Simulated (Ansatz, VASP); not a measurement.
**Two plane-wave programs on Au**

INCAR

```
SYSTEM = Au
PREC = Accurate
ENCUT = 520
EDIFF = 1E-7
ISMEAR = 0
SIGMA = 0.15
LREAL = .False.
LASPH = .True.
NELM = 100
ALGO = Fast
ISIF = 2
LWAVE = .False.
LCHARG = .False.
GGA = PS
NBANDS = 18
```

KPOINTS

```
regular mesh
0
Gamma
  18 18 10
  0 0 0
```

The input POSCAR:

```
Au
1.0
    2.8999984104      0.0000000000      0.0000000000
   -1.4499992052      2.5114722944      0.0000000000
    0.0000000000      0.0000000000      4.8800000000
Au
2
Direct
    0.3333333333      0.6666666667      0.7295081967
    0.6666666667      0.3333333333      0.2500000000
```

Input for Ansatz:

```yaml
crystal:
  lattice:
    - [2.8999984104, 0.0, 0.0]
    - [-1.4499992052, 2.5114722944, 0.0]
    - [0.0, 0.0, 4.88]
  atoms:
    - { symbol: Au, position: [0.3333333333, 0.6666666667, 0.7295081967] }
    - { symbol: Au, position: [0.6666666667, 0.3333333333, 0.25] }
basis:
  ecutwfc: 420
kpoints:
  mp_grid: { grid: [18, 18, 10] }
hamiltonian:
  xc: pbesol
scf:
  occupations: { method: gaussian, width: 0.15 }
output:
  forces: true
  stress: true
  eigenvalues: true
```

Alike in both runs: task single point; functional PBEsol; k mesh 18 × 18 × 10; occupations gaussian, width 0.15 eV; no spin polarisation.

|  | VASP | Ansatz |
| --- | --- | --- |
| version | VASP 6.6.1 | Ansatz 0.2.0 |
| potentials or method | VASP PAW PBE potentials, release 64 (Au), cutoff 520 eV | scalar-relativistic, plane waves, PAW |
| valence electrons in the cell | 22 | 38 |

Ansatz gave:

| Quantity | Value |
| --- | --- |
| gap on the k mesh at the Fermi level (eV) | none |
| pressure (GPa) | -5.6 |
| traceless stress, the component that is largest in VASP (GPa) | 0.44 |
| rms of the force components (eV/Å) | 0.343 |

Problem. What did VASP give for the same quantities?

Solution. gap on the k mesh at the Fermi level (eV): none; pressure (GPa): -5.8; traceless stress, the component that is largest in VASP (GPa): 0.43; rms of the force components (eV/Å): 0.340.

VASP's potentials were made for PBE, not for PBEsol. Atom by atom the forces differ by 0.003 eV/Å (rms over components). A gap of «none» marks a metal or a gap that the smearing closes. VASP's potentials hold 22 valence electrons a cell and Ansatz's 38, so a difference there can come from the potentials and not from the codes.

Spin-orbit coupling is off throughout.
